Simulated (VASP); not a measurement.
# LiYHg (P4/mmm) in VASP: a series of runs

LiYHg is run at these levels: PBE; tasks: single point, relaxation of cell and atoms.

Everything below comes from runs of VASP 6.6.1. Logs are shortened: lines on timing, memory, paths and dates and some standing lists are left out, and cuts for length are marked.

**1. The cell of the first run**

The structure is tetragonal, space group P4/mmm (No. 123). The conventional cell has a = 4.218 Å, b = 4.218 Å, c = 5.251 Å, α = 90.00°, β = 90.00°, γ = 90.00°. Within 3.5 Å of Li (site symmetry 4/mmm) lie 2 Hg at 2.63 Å. Y (site symmetry 4/mmm) has 4 Hg at 2.98 Å within 3.9 Å. Hg (site symmetry 4/mmm) has 2 Li at 2.63 Å and 4 Y at 2.98 Å within 3.5 Å.

**2. Single point, PBE**

Contents of INCAR:

```
  ALGO = Normal
  EDIFF = 1E-6
  ENCUT = 520
  GGA = PE
  ISIF = 2
  ISMEAR = 0
  LASPH = True
  LCHARG = False
  LREAL = False
  LWAVE = False
  NBANDS = 20
  NELM = 100
  PREC = Accurate
  SIGMA = 0.1
```

Contents of KPOINTS:

```
k-points
0
Gamma
  12 12 10
```

Contents of POSCAR:

```
LiYHg
1.0
    4.2179389582      0.0000000000      0.0000000000
    0.0000000000      4.2179389582      0.0000000000
    0.0000000000      0.0000000000      5.2510885353
Li Y Hg
1 1 1
Direct
    0.5000000000      0.5000000000      0.5000000000
    0.0000000000      0.0000000000      0.0000000000
    0.5000000000      0.5000000000      0.0000000000
```

Potentials or basis: VASP PAW PBE potentials, release 64 (Li_sv, Y_sv, Hg).

Started as:

```sh
cat potpaw_PBE.64/Li_sv/POTCAR potpaw_PBE.64/Y_sv/POTCAR potpaw_PBE.64/Hg/POTCAR > POTCAR
mpirun -np 1 vasp_std > vasp.out
```

OUTCAR:

```text
EDIFF = 1E-6
   ENCUT = 520
   GGA = PE
   ISIF = 2
   ISMEAR = 0
   LASPH = True
   LREAL = False
   NELM = 100
   PREC = Accurate

 ion  position               nearest neighbor table
   1  0.500  0.500  0.500-   3 2.63   3 2.63
   2  0.000  0.000  0.000-   3 2.98   3 2.98   3 2.98   3 2.98
   3  0.500  0.500  0.000-   1 2.63   1 2.63   2 2.98   2 2.98   2 2.98   2 2.98

  LATTYP: Found a simple tetragonal cell.
 ALAT       =     4.2179389582
 C/A-ratio  =     1.2449418039

  Lattice vectors:

 A1 = (   4.2179389582,   0.0000000000,   0.0000000000)
 A2 = (   0.0000000000,   4.2179389582,   0.0000000000)
 A3 = (   0.0000000000,   0.0000000000,   5.2510885353)

Analysis of symmetry for initial positions (statically):
=====================================================================
 Subroutine PRICEL returns:
 Original cell was already a primitive cell.

 Routine SETGRP: Setting up the symmetry group for a
 simple tetragonal supercell.

 Subroutine GETGRP returns: Found 16 space group operations
 (whereof 16 operations were pure point group operations)
 out of a pool of 16 trial point group operations.

The static configuration has the point symmetry D_4h.

Analysis of symmetry for dynamics (positions and initial velocities):
=====================================================================
 Subroutine PRICEL returns:
 Original cell was already a primitive cell.

 Routine SETGRP: Setting up the symmetry group for a
 simple tetragonal supercell.

 Subroutine GETGRP returns: Found 16 space group operations
 (whereof 16 operations were pure point group operations)
 out of a pool of 16 trial point group operations.

The dynamic configuration has the point symmetry D_4h.

 Subroutine INISYM returns: Found 16 space group operations
 (whereof 16 operations are pure point group operations),
 and found     1 'primitive' translations

----------------------------------------------------------------------------------------

                                     Primitive cell

  volume of cell :      93.4222

  direct lattice vectors                    reciprocal lattice vectors
     4.217938958  0.000000000  0.000000000     0.237082615  0.000000000  0.000000000
     0.000000000  4.217938958  0.000000000     0.000000000  0.237082615  0.000000000
     0.000000000  0.000000000  5.251088535     0.000000000  0.000000000  0.190436705

  length of vectors
     4.217938958  4.217938958  5.251088535     0.237082615  0.237082615  0.190436705

  position of ions in fractional coordinates (direct lattice)
     0.500000000  0.500000000  0.500000000
     0.000000000  0.000000000  0.000000000
     0.500000000  0.500000000  0.000000000

  ion indices of the primitive-cell ions
   primitive index   ion index
                 1           1
                 2           2
                 3           3

----------------------------------------------------------------------------------------

 KPOINTS: k-points

Automatic generation of k-mesh.
 Grid dimensions read from file:
 generate k-points for:   12   12   10

 Generating k-lattice:

  Cartesian coordinates                     Fractional coordinates (reciprocal lattice)
     0.019756885  0.000000000  0.000000000     0.083333333  0.000000000  0.000000000
     0.000000000  0.019756885  0.000000000     0.000000000  0.083333333  0.000000000
     0.000000000  0.000000000  0.019043671     0.000000000  0.000000000  0.100000000

  Length of vectors
     0.019756885  0.019756885  0.019043671

  Shift w.r.t. Gamma in fractional coordinates (k-lattice)
     0.000000000  0.000000000  0.000000000

 Subroutine IBZKPT returns following result:
 ===========================================

 Found    168 irreducible k-points:

 Following reciprocal coordinates:
            Coordinates               Weight
  0.000000  0.000000  0.000000      1.000000
  0.083333  0.000000  0.000000      4.000000
  0.166667  0.000000  0.000000      4.000000
  0.250000  0.000000  0.000000      4.000000
  0.333333  0.000000  0.000000      4.000000
  0.416667  0.000000  0.000000      4.000000
[... 16 lines left out ...]
  0.333333  0.333333  0.000000      4.000000
  0.416667  0.333333  0.000000      8.000000
 [... further k-points ...]
   k-points           NKPTS =    168   k-points in BZ     NKDIM =    168   number of bands    NBANDS=     20
   number of dos      NEDOS =    301   number of ions     NIONS =      3
   total plane-waves  NPLWV =  40960
   dimension x,y,z NGX =    32 NGY =   32 NGZ =   40
   dimension x,y,z NGXF=    64 NGYF=   64 NGZF=   80
   ions per type =               1   1   1
   NGX,Y,Z   is equivalent  to a cutoff of  12.61, 12.61, 12.66 a.u.
   NGXF,Y,Z  is equivalent  to a cutoff of  25.22, 25.22, 25.33 a.u.
 SYSTEM =  unknown system
   PREC   = accura    normal or accurate (medium, high low for compatibility)
   ISTART =      0    job   : 0-new  1-cont  2-samecut
   ICHARG =      2    charge: 1-file 2-atom 10-const
   ISPIN  =      1    spin polarized calculation?
   LNONCOLLINEAR =      F non collinear calculations
   LSORBIT =      F    spin-orbit coupling
   LASPH  =      T    aspherical Exc in radial PAW
   ENCUT  =  520.0 eV  38.22 Ry    6.18 a.u.   7.84  7.84  9.76*2*pi/ulx,y,z
   NELM   =    100;   NELMIN=  2; NELMDL= -5     # of ELM steps
   EDIFF  = 0.1E-05   stopping-criterion for ELM
   LREAL  =      F    real-space projection
   EDIFFG = 0.1E-04   stopping-criterion for IOM
   NSW    =      0    number of steps for IOM
   IBRION =     -1    ionic relax: 0-MD 1-quasi-New 2-CG
   NFREE  =      0    steps in history (QN), initial steepest desc. (CG)
   ISIF   =      2    stress and relaxation
   ISYM   =      2    0-nonsym 1-usesym 2-fastsym
   POTIM  = 0.5000    time-step for ionic-motion
   TEBEG  =    0.0;   TEEND  =   0.0 temperature during run
   PSTRESS=    0.0 pullay stress
   NELECT =      26.0000    total number of electrons
   NUPDOWN=      -1.0000    fix difference up-down
   EMIN   =  10.00;   EMAX   =-10.00  energy-range for DOS
   EFERMI =   0.00;   METHOD = LEGACY
   ISMEAR =     0;   SIGMA  =   0.10  broadening in eV -4-tet -1-fermi 0-gaus
   EFERMI_NEDOS =   21; number of points for ismear=-14 and -15
   IALGO  =     38    algorithm
   IMIX   =      4    mixing-type and parameters
     AMIX     =   0.40;   BMIX     =  1.00
     AMIX_MAG =   1.60;   BMIX_MAG =  1.00
  volume/ion in A,a.u.               =      31.14       210.15
  Fermi-wavevector in a.u.,A,eV,Ry     =   1.068848  2.019830 15.543788  1.142436
  Thomas-Fermi vector in A             =   2.204509
   LORBIT       =      0    0 simple, 1 ext, 2 COOP (PROOUT), +10 PAW based schemes
   GGA     = PE    functional components
   LHFCALC =     F    Hartree Fock is set to
   AEXX    =    0.0000 exact exchange contribution
   IVDW    =     0    specifies the selected vdW correction
   LEPSILON=     F    determine dielectric tensor
   LRPA    =     F    only Hartree local field effects (RPA)
 non-spin polarized calculation
 Gauss-broadening in eV      SIGMA  =   0.10
  energy-cutoff  :      520.00
  volume of cell :       93.42
 maximum number of plane-waves:      2538
 NGX is ok and might be reduce to    32
   NGX = 15   NGY = 15   NGZ = 19

 number of electron      25.9999994 magnetization

 Free energy of the ion-electron system (eV)
  ---------------------------------------------------
  ext. energy  EPLUGINS =         0.00000000
  ---------------------------------------------------
  free energy    TOTEN  =        -8.54941276 eV

  energy without entropy =       -8.53349232  energy(sigma->0) =       -8.54145254

 E-fermi :   1.6209     XC(G=0):  -8.2815

 val. band max:        1.6195690932   @ k =   0.4167   0.2500   0.0000
 cond. band min:       1.6252685013   @ k =   0.4167   0.2500   0.2000
 fundamental gap:      0.0056994081
 Fermi energy:         1.6209073288

 k-point     1 :       0.0000    0.0000    0.0000
  band No.  band energies     occupation
      1     -44.9949      2.00000
      2     -42.1747      2.00000
      3     -22.2166      2.00000
      4     -22.0535      2.00000
      5     -22.0535      2.00000
      6      -6.3393      2.00000
[... 12 lines left out ...]
     19       4.8263      0.00000
     20       6.7367      0.00000

 k-point     2 :       0.0833    0.0000    0.0000
  band No.  band energies     occupation
      1     -44.9948      2.00000
      2     -42.1745      2.00000
      3     -22.2163      2.00000
      4     -22.0588      2.00000
      5     -22.0542      2.00000
      6      -6.3200      2.00000
[... 12 lines left out ...]
     19       5.4177      0.00000
     20       6.6718      0.00000

 k-point     3 :       0.1667    0.0000    0.0000
  band No.  band energies     occupation
      1     -44.9948      2.00000
      2     -42.1739      2.00000
      3     -22.2155      2.00000
      4     -22.0732      2.00000
      5     -22.0561      2.00000
      6      -6.2661      2.00000
[... 12 lines left out ...]
     19       6.1098      0.00000
     20       6.4293      0.00000

 k-point     4 :       0.2500    0.0000    0.0000
  band No.  band energies     occupation
      1     -44.9948      2.00000
      2     -42.1731      2.00000
      3     -22.2145      2.00000
      4     -22.0928      2.00000
      5     -22.0587      2.00000
      6      -6.1901      2.00000
[... 12 lines left out ...]
     19       5.9932      0.00000
     20       6.7450      0.00000

 k-point     5 :       0.3333    0.0000    0.0000
  band No.  band energies     occupation
      1     -44.9948      2.00000
      2     -42.1723      2.00000
      3     -22.2135      2.00000
      4     -22.1123      2.00000
      5     -22.0614      2.00000
      6      -6.1109      2.00000
[... 12 lines left out ...]
     19       5.5163      0.00000
     20       7.3400      0.00000
[... 353 lines left out ...]
      6      -6.1959      2.00000
[... 12 lines left out ...]
     19       5.6875      0.00000
     20       6.0161      0.00000

 k-point    22 :       0.5000    0.2500    0.0000
  band No.  band energies     occupation
      1     -44.9947      2.00000
      2     -42.1707      2.00000
      3     -22.2096      2.00000
      4     -22.1192      2.00000
      5     -22.0854      2.00000
      6      -6.1814      2.00000
[... 12 lines left out ...]
     19       5.5286      0.00000
     20       6.0562      0.00000

 k-point    23 :       0.3333    0.3333    0.0000
  band No.  band energies     occupation
      1     -44.9947      2.00000
      2     -42.1708      2.00000
      3     -22.2095      2.00000
      4     -22.1064      2.00000
      5     -22.0938      2.00000
      6      -6.2450      2.00000
[... 12 lines left out ...]
     19       5.5895      0.00000
     20       6.3099      0.00000

 k-point    24 :       0.4167    0.3333    0.0000
  band No.  band energies     occupation
      1     -44.9947      2.00000
      2     -42.1704      2.00000
      3     -22.2085      2.00000
      4     -22.1105      2.00000
      5     -22.0961      2.00000
      6      -6.2504      2.00000
[... 12 lines left out ...]
     19       5.5580      0.00000
     20       6.1242      0.00000

 [... further k-points ...]
[... 5 lines left out ...]
  --------------------------------------------------------------------------------------
  -------------------------------------------------------------------------------------
  Total       -0.0196615     -0.0196615     -0.0348144      0.0000000      0.0000000     -0.0000000
  in kB       -0.3371927     -0.3371927     -0.5970615      0.0000000      0.0000000     -0.0000000
  external PRESSURE =      -0.4238157 kB  Pullay stress =       0.0000000 kB

 VOLUME and BASIS-vectors are now :
 -----------------------------------------------------------------------------
  energy-cutoff  :      520.00
  volume of cell :       93.42
      direct lattice vectors                 reciprocal lattice vectors
     4.217938958  0.000000000  0.000000000     0.237082615  0.000000000  0.000000000
     0.000000000  4.217938958  0.000000000     0.000000000  0.237082615  0.000000000
     0.000000000  0.000000000  5.251088535     0.000000000  0.000000000  0.190436705

 POSITION                                       TOTAL-FORCE (eV/Angst)
 -----------------------------------------------------------------------------------
      2.10897      2.10897      2.62554         0.000000      0.000000      0.000000
      0.00000      0.00000      0.00000         0.000000      0.000000      0.000000
      2.10897      2.10897      0.00000         0.000000      0.000000      0.000000
 -----------------------------------------------------------------------------------
    total drift:                                0.000000     -0.000000     -0.000000

  FREE ENERGIE OF THE ION-ELECTRON SYSTEM (eV)
  ---------------------------------------------------
  free  energy   TOTEN  =        -8.5494127649 eV

  energy  without entropy=       -8.5334923177  energy(sigma->0) =       -8.54145254
```

Run time: 2.2 min. Hardware: 1 thread of Intel Xeon Platinum 8488C (Sapphire Rapids), shared host; peak memory 0.47 GiB.

Results:

```
Free energy            : -8.5494 eV
Band gap on the k mesh : zero (band 13 reaches 2.60 eV, above the bottom of band 14 at 1.44 eV)
```

Levels at points of the mesh, in eV from the Fermi level:
```tsv
k point	band 11	band 12	band 13	band 14	band 15	band 16
(0.00, 0.00, 0.00)	-6.53	-0.48	-0.07	0.88	2.19	2.19
(0.50, 0.00, 0.00)	-4.93	-2.76	-0.59	-0.01	0.16	2.11
(0.50, 0.50, 0.00)	-5.11	-0.61	-0.61	0.47	1.35	1.35
(0.00, 0.00, 0.50)	-6.36	-2.07	0.98	1.75	1.84	1.84
(0.50, 0.00, 0.50)	-4.82	-2.22	-1.47	0.09	0.44	1.89
(0.50, 0.50, 0.50)	-5.11	0.19	0.19	0.35	0.35	1.26
```

Caveat: the cutoff is under 1.25 times the usual one of these potentials, so pressure, stress and relaxed cells hold a basis-set (Pulay) error; spin-orbit coupling is left out, which moves the levels of the heavy elements.

[end of part 1 of 2]
